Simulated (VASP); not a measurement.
# Ge (P-1) in VASP: single point with r2SCAN

Aim: the single point of Ge with r2SCAN.

Everything below comes from runs of VASP 6.6.1. Logs are shortened: lines on timing, memory, paths and dates and some standing lists are left out, and cuts for length are marked.

## Step 1: The cell of the first run

The typed cell holds 1 atom: a = 2.971 Å, b = 2.934 Å, c = 2.698 Å, α = 91.17°, β = 89.65°, γ = 123.51°.

## Step 2: Single point, r2SCAN

POSCAR reads:

```
Ge
1.0
    1.4166528700     -2.6109946175      0.0090252525
    1.3776451300      2.5900373825     -0.0299824875
   -0.0202367325     -0.0202367325      2.6982310000
Ge
1
Direct
    0.5000000000      0.5000000000      0.0000000000
```

INCAR.step1 reads:

```
  PREC = Accurate
  ENCUT = 550
  ISMEAR = -1
  SIGMA = 0.1
  LREAL = False
  LASPH = True
  NELM = 120
  NBANDS = 13
  GGA = PE
  ALGO = Normal
  EDIFF = 1E-5
  LWAVE = True
  LCHARG = False
  GGA_COMPAT = False
```

INCAR.step2 reads:

```
  PREC = Accurate
  ENCUT = 550
  EDIFF = 1E-6
  ISMEAR = -1
  SIGMA = 0.1
  LREAL = False
  LASPH = True
  NELM = 120
  ALGO = Normal
  ISIF = 2
  LWAVE = False
  LCHARG = True
  METAGGA = R2SCAN
  LMIXTAU = True
  LELF = True
  LVHAR = True
  NBANDS = 13
  ISTART = 1
  GGA_COMPAT = False
```

KPOINTS reads:

```
regular mesh
0
Gamma
  14 14 13
```

Potentials or basis: VASP PAW PBE potentials, release 64 (Ge_d).

Command:

```sh
> cat potpaw_PBE.64/Ge_d/POTCAR > POTCAR
> cp INCAR.step1 INCAR
> mpirun -np 1 vasp_std > vasp.out
> cp INCAR.step2 INCAR
> mpirun -np 1 vasp_std > vasp.out
```

OUTCAR:

```text
PREC = Accurate
   ENCUT = 550
   EDIFF = 1E-6
   ISMEAR = -1
   LREAL = False
   LASPH = True
   NELM = 120
   ISIF = 2
   METAGGA = R2SCAN
   ISTART = 1

 ion  position               nearest neighbor table
   1  0.500  0.500  0.000-

  LATTYP: Found a triclinic cell.
 ALAT       =     2.9337857278
 B/A-ratio  =     0.9525082723
 C/A-ratio  =     0.9197613669
 COS(alpha) =     0.0149420690
 COS(beta)  =     0.0203616596
 COS(gamma) =     0.4630086987

  Lattice vectors:

 A1 = (   1.3776451300,   2.5900373825,  -0.0299824875)
 A2 = (   2.7942980000,  -0.0209572350,  -0.0209572350)
 A3 = (   0.0202367325,   0.0202367325,  -2.6982310000)

Analysis of symmetry for initial positions (statically):
=====================================================================
 Subroutine PRICEL returns:
 Original cell was already a primitive cell.

 Routine SETGRP: Setting up the symmetry group for a
 triclinic supercell.

 Subroutine GETGRP returns: Found  2 space group operations
 (whereof  2 operations were pure point group operations)
 out of a pool of  2 trial point group operations.

The static configuration has the point symmetry S_2 .

Analysis of symmetry for dynamics (positions and initial velocities):
=====================================================================
 Subroutine PRICEL returns:
 Original cell was already a primitive cell.

 Routine SETGRP: Setting up the symmetry group for a
 triclinic supercell.

 Subroutine GETGRP returns: Found  2 space group operations
 (whereof  2 operations were pure point group operations)
 out of a pool of  2 trial point group operations.

The dynamic configuration has the point symmetry S_2 .

 Subroutine INISYM returns: Found  2 space group operations
 (whereof  2 operations are pure point group operations),
 and found     1 'primitive' translations

----------------------------------------------------------------------------------------

                                     Primitive cell

  volume of cell :      19.6037

  direct lattice vectors                    reciprocal lattice vectors
     1.416652870 -2.610994617  0.009025253     0.356459123 -0.189586704  0.001251543
     1.377645130  2.590037382 -0.029982487     0.359365290  0.194995957  0.004157709
    -0.020236733 -0.020236733  2.698231000     0.002800921  0.002800921  0.370655204

  length of vectors
     2.970568919  2.933785728  2.698382771     0.403742234  0.408881549  0.370676370

  position of ions in fractional coordinates (direct lattice)
     0.500000000  0.500000000  1.000000000

  ion indices of the primitive-cell ions
   primitive index   ion index
                 1           1

----------------------------------------------------------------------------------------

 KPOINTS: regular mesh

Automatic generation of k-mesh.
 Grid dimensions read from file:
 generate k-points for:   14   14   13

 Generating k-lattice:

  Cartesian coordinates                     Fractional coordinates (reciprocal lattice)
     0.025461366 -0.013541907  0.000089396     0.071428571 -0.000000000  0.000000000
     0.025668949  0.013928283  0.000296979     0.000000000  0.071428571  0.000000000
     0.000215455  0.000215455  0.028511939     0.000000000  0.000000000  0.076923077

  Length of vectors
     0.028838731  0.029205825  0.028513567

  Shift w.r.t. Gamma in fractional coordinates (k-lattice)
     0.000000000  0.000000000  0.000000000

 Subroutine IBZKPT returns following result:
 ===========================================

 Found   1276 irreducible k-points:

 Following reciprocal coordinates:
            Coordinates               Weight
  0.000000  0.000000  0.000000      1.000000
  0.071429  0.000000 -0.000000      2.000000
  0.142857 -0.000000 -0.000000      2.000000
  0.214286 -0.000000 -0.000000      2.000000
  0.285714  0.000000 -0.000000      2.000000
  0.357143  0.000000 -0.000000      2.000000
[... 16 lines left out ...]
 -0.000000  0.142857  0.000000      2.000000
  0.071429  0.142857  0.000000      2.000000
 [... further k-points ...]
   k-points           NKPTS =   1276   k-points in BZ     NKDIM =   1276   number of bands    NBANDS=     13
   number of dos      NEDOS =    301   number of ions     NIONS =      1
   total plane-waves  NPLWV =  13824
   dimension x,y,z NGX =    24 NGY =   24 NGZ =   24
   dimension x,y,z NGXF=    48 NGYF=   48 NGZF=   48
   ions per type =               1
   NGX,Y,Z   is equivalent  to a cutoff of  13.43, 13.60, 14.79 a.u.
   NGXF,Y,Z  is equivalent  to a cutoff of  26.86, 27.20, 29.57 a.u.
 SYSTEM =  unknown system
   PREC   = accura    normal or accurate (medium, high low for compatibility)
   ISTART =      1    job   : 0-new  1-cont  2-samecut
   ICHARG =      0    charge: 1-file 2-atom 10-const
   ISPIN  =      1    spin polarized calculation?
   LNONCOLLINEAR =      F non collinear calculations
   LSORBIT =      F    spin-orbit coupling
   LASPH  =      T    aspherical Exc in radial PAW
   ENCUT  =  550.0 eV  40.42 Ry    6.36 a.u.   5.68  5.61  5.16*2*pi/ulx,y,z
   NELM   =    120;   NELMIN=  2; NELMDL=  0     # of ELM steps
   EDIFF  = 0.1E-05   stopping-criterion for ELM
   LREAL  =      F    real-space projection
   EDIFFG = 0.1E-04   stopping-criterion for IOM
   NSW    =      0    number of steps for IOM
   IBRION =     -1    ionic relax: 0-MD 1-quasi-New 2-CG
   NFREE  =      0    steps in history (QN), initial steepest desc. (CG)
   ISIF   =      2    stress and relaxation
   ISYM   =      2    0-nonsym 1-usesym 2-fastsym
   POTIM  = 0.5000    time-step for ionic-motion
   TEBEG  =    0.0;   TEEND  =   0.0 temperature during run
   PSTRESS=    0.0 pullay stress
   NELECT =      14.0000    total number of electrons
   NUPDOWN=      -1.0000    fix difference up-down
   EMIN   =  10.00;   EMAX   =-10.00  energy-range for DOS
   EFERMI =   0.00;   METHOD = LEGACY
   ISMEAR =    -1;   SIGMA  =   0.10  broadening in eV -4-tet -1-fermi 0-gaus
   EFERMI_NEDOS =   21; number of points for ismear=-14 and -15
   IALGO  =     38    algorithm
   IMIX   =      4    mixing-type and parameters
     AMIX     =   0.40;   BMIX     =  1.00
     AMIX_MAG =   1.60;   BMIX_MAG =  1.00
  volume/ion in A,a.u.               =      19.60       132.29
  Fermi-wavevector in a.u.,A,eV,Ry     =   1.463317  2.765267 29.134090  2.141295
  Thomas-Fermi vector in A             =   2.579426
   LORBIT       =      0    0 simple, 1 ext, 2 COOP (PROOUT), +10 PAW based schemes
   METAGGA = R2SCAN    functional components
   LHFCALC =     F    Hartree Fock is set to
   AEXX    =    0.0000 exact exchange contribution
   IVDW    =     0    specifies the selected vdW correction
   LEPSILON=     F    determine dielectric tensor
   LRPA    =     F    only Hartree local field effects (RPA)
 non-spin polarized calculation
  energy-cutoff  :      550.00
  volume of cell :       19.60
 maximum number of plane-waves:       591
   NGX = 11   NGY = 11   NGZ = 11

 number of electron      14.0000005 magnetization

 Free energy of the ion-electron system (eV)
  ---------------------------------------------------
  ext. energy  EPLUGINS =         0.00000000
  ---------------------------------------------------
  free energy    TOTEN  =       -13.48050593 eV

  energy without entropy =      -13.46660574  energy(sigma->0) =      -13.47355584

 E-fermi :   6.1348     XC(G=0): -12.0767

 val. band max:        6.1283806416   @ k =  -0.3571   0.1429   0.0000
 cond. band min:       6.1401286786   @ k =   0.4286   0.3571   0.3846
 fundamental gap:      0.0117480370
 Fermi energy:         6.1348312519

 k-point     1 :       0.0000    0.0000    0.0000
  band No.  band energies     occupation
      1     -19.3871      2.00000
      2     -19.3205      2.00000
      3     -19.2654      2.00000
      4     -19.1573      2.00000
      5     -19.1374      2.00000
      6      -7.3970      2.00000
      7      13.0933      0.00000
      8      13.6150      0.00000
      9      15.1987      0.00000
     10      16.6779      0.00000
     11      19.3750      0.00000
     12      21.7573      0.00000
     13      22.3837      0.00000

 k-point     2 :       0.0714    0.0000   -0.0000
  band No.  band energies     occupation
      1     -19.3832      2.00000
      2     -19.3153      2.00000
      3     -19.2657      2.00000
      4     -19.1582      2.00000
      5     -19.1399      2.00000
      6      -7.2681      2.00000
      7      13.0218      0.00000
      8      13.2253      0.00000
      9      14.0309      0.00000
     10      17.0933      0.00000
     11      19.4104      0.00000
     12      20.6662      0.00000
     13      23.1352      0.00000

 k-point     3 :       0.1429   -0.0000   -0.0000
  band No.  band energies     occupation
      1     -19.3738      2.00000
      2     -19.3031      2.00000
      3     -19.2632      2.00000
      4     -19.1612      2.00000
      5     -19.1464      2.00000
      6      -6.8816      2.00000
      7      11.0248      0.00000
      8      12.7289      0.00000
      9      13.6007      0.00000
     10      17.1819      0.00000
     11      18.6466      0.00000
     12      21.7467      0.00000
     13      25.0630      0.00000
[... 305 lines left out ...]
 k-point    23 :      -0.0000    0.1429    0.0000
  band No.  band energies     occupation
      1     -19.3732      2.00000
      2     -19.2979      2.00000
      3     -19.2676      2.00000
      4     -19.1606      2.00000
      5     -19.1476      2.00000
      6      -6.8674      2.00000
      7      11.2685      0.00000
      8      12.5099      0.00000
      9      13.6082      0.00000
     10      17.1222      0.00000
     11      18.4597      0.00000
     12      21.8007      0.00000
     13      24.6786      0.00000

 k-point    24 :       0.0714    0.1429    0.0000
  band No.  band energies     occupation
      1     -19.3649      2.00000
      2     -19.2813      2.00000
      3     -19.2674      2.00000
      4     -19.1605      2.00000
      5     -19.1578      2.00000
      6      -6.4472      2.00000
      7       9.6893      0.00000
      8      11.7855      0.00000
      9      14.0077      0.00000
     10      17.0036      0.00000
     11      18.4548      0.00000
     12      21.1157      0.00000
     13      27.8508      0.00000

 [... further k-points ...]

------------------------ aborting loop because EDIFF is reached ----------------------------------------

  FORCE on cell =-STRESS in cart. coord.  units (eV):
  Direction    XX          YY          ZZ          XY          YZ          ZX
  --------------------------------------------------------------------------------------
  -------------------------------------------------------------------------------------
  Total       -0.2296775     -0.4074929     -0.5629547     -0.0166168      0.0960116      0.1101571
  in kB      -18.7711689    -33.3037336    -46.0093754     -1.3580614      7.8468758      9.0029637
  external PRESSURE =     -32.6947593 kB  Pullay stress =       0.0000000 kB

 VOLUME and BASIS-vectors are now :
 -----------------------------------------------------------------------------
  energy-cutoff  :      550.00
  volume of cell :       19.60
      direct lattice vectors                 reciprocal lattice vectors
     1.416652870 -2.610994617  0.009025253     0.356459123 -0.189586704  0.001251543
     1.377645130  2.590037382 -0.029982487     0.359365290  0.194995957  0.004157709
    -0.020236733 -0.020236733  2.698231000     0.002800921  0.002800921  0.370655204

 POSITION                                       TOTAL-FORCE (eV/Angst)
 -----------------------------------------------------------------------------------
      1.39715     -0.01048     -0.01048        -0.000000      0.000000      0.000000
 -----------------------------------------------------------------------------------
    total drift:                               -0.000000     -0.000000     -0.000000

  FREE ENERGIE OF THE ION-ELECTRON SYSTEM (eV)
  ---------------------------------------------------
  free  energy   TOTEN  =       -13.4805059294 eV

  energy  without entropy=      -13.4666057418  energy(sigma->0) =      -13.47355584
```

Wall time 9.1 min (1 thread of AMD EPYC 9R45 (Zen 5), shared host); peak memory 0.38 GiB.

Results:

```
Free energy            : -13.4805 eV
Pressure               : -3.3 GPa
Band gap on the k mesh : zero (bands 7 and 8 overlap by 9.79 eV)
```

Levels at points of the mesh, in eV from the Fermi level:
```tsv
k point	band 3	band 4	band 5	band 6	band 7	band 8	band 9	band 10	band 11	band 12
(0.00, 0.00, 0.00)	-25.40	-25.29	-25.27	-13.53	6.96	7.48	9.06	10.54	13.24	15.62
(0.50, 0.00, 0.00)	-25.33	-25.30	-25.30	-8.27	-5.64	3.82	8.12	10.99	17.31	17.54
(0.00, 0.50, 0.00)	-25.33	-25.30	-25.30	-8.06	-5.56	3.36	7.69	11.12	17.14	17.66
(0.50, 0.50, 0.00)	-25.33	-25.31	-25.28	-9.08	-5.82	5.47	9.61	10.34	16.58	17.29
```

Caveat: the cell stands under tension; the PAW data sets were made with another functional, which shifts forces and pressure a little.
